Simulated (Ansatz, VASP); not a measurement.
**Two plane-wave programs on ZnS**

The input POSCAR:

```
ZnS
1.0
    3.8110000000      0.0000000000      0.0000000000
   -1.9055000000      3.3004228100      0.0000000000
    0.0000000000      0.0000000000      6.2340000000
Zn S
2 2
Direct
    0.3231105678      0.6567692553      0.0058428913
    0.6683383887      0.3368456337      0.5025188078
    0.3402088632      0.6907370306      0.3708337315
    0.6772292917      0.3222841370      0.8821140030
```

File INCAR.step1:

```
PREC = Accurate
ENCUT = 550
ISMEAR = 0
SIGMA = 0.1
LREAL = F
LASPH = T
NELM = 120
NBANDS = 26
GGA = PE
ALGO = Normal
EDIFF = 1E-5
LWAVE = T
LCHARG = F
GGA_COMPAT = F
```

File INCAR.step2:

```
PREC = Accurate
ENCUT = 550
EDIFF = 1E-6
ISMEAR = 0
SIGMA = 0.1
LREAL = F
LASPH = T
NELM = 120
ALGO = Normal
ISIF = 2
LWAVE = F
LCHARG = F
METAGGA = R2SCAN
LMIXTAU = T
NBANDS = 26
ISTART = 1
GGA_COMPAT = F
```

KPOINTS

```
Automatic mesh
0
Gamma
  2 2 1
```

Input for Ansatz:

```yaml
crystal:
  lattice:
    - [3.811, 0.0, 0.0]
    - [-1.9055, 3.30042281, 0.0]
    - [0.0, 0.0, 6.234]
  atoms:
    - { symbol: Zn, position: [0.3231105678083846, 0.6567692552890574, 0.005842891331110105] }
    - { symbol: Zn, position: [0.6683383886893375, 0.33684563368953085, 0.5025188078309808] }
    - { symbol: S, position: [0.3402088632186979, 0.6907370305741375, 0.37083373149837745] }
    - { symbol: S, position: [0.6772292916983917, 0.3222841370209224, 0.8821140029868222] }
basis:
  ecutwfc: 550.0
kpoints:
  mp_grid:
    grid: [2, 2, 1]
hamiltonian:
  xc: r2scan
  pseudopotentials:
    kind: paw
scf:
  n_extra_bands: 4
  self_checks: high
  occupations:
    method: gaussian
    width: 0.1
output:
  forces: true
```

Alike in both runs: task single point; functional r2SCAN; k mesh 2 × 2 × 1; occupations gaussian, width 0.1 eV; no spin polarisation.

```csv
,VASP,Ansatz
version,VASP 6.6.1,Ansatz 0.2.0
potentials or method,"VASP PAW PBE potentials, release 64 (Zn, S), cutoff 550 eV","plane waves, PAW"
valence electrons in the cell,36,36
```

VASP gave:

* gap on the k mesh at the Fermi level (eV): 2.71
* rms of the force components (eV/Å): 0.355

**Question.** Estimate Ansatz's values.

**Answer.** gap on the k mesh at the Fermi level (eV): 2.70; rms of the force components (eV/Å): 0.353.

VASP's potentials were made for PBE, not for r2SCAN. Atom by atom the forces differ by 0.006 eV/Å (rms over components).

The k mesh is coarse, so the values compare programs but aren't converged.
